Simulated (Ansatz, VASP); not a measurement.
ZrC in VASP and in Ansatz

```
CELL_PARAMETERS angstrom
0.00000 2.37371 2.35021
2.37371 0.00000 2.35021
2.37371 2.37371 0.00000
ATOMIC_POSITIONS crystal
Zr 0.50000 0.50000 0.50000
C 0.00000 0.00000 0.00000
```

Change from the starting cell: equal xx and yy strain of +1 %, crystal datasets.

Alike in both runs: task electric field gradients; functional PBEsol; k mesh 15 × 15 × 15; occupations fermi-dirac, width 0.05 eV; no spin polarisation.

```csv
,VASP,Ansatz
version,VASP 6.6.1,Ansatz 0.2.0
potentials or method,"VASP PAW PBE potentials, release 64 (Zr_sv, C), cutoff 520 eV","all-electron PAW with datasets made for the crystal, scalar-relativistic"
```

```tsv
	VASP	Ansatz	Ansatz less VASP
pressure (GPa)	-8.4	-8.6	-0.28
traceless stress, the component that is largest in VASP (GPa)	2.19	2.17	-0.020
size of Vzz on the site where it differs most (V/Å²)	14.4	14.8	+0.39
```

VASP's potentials were made for PBE, not for PBEsol. Ansatz ran all-electron here, and VASP with PAW potentials.
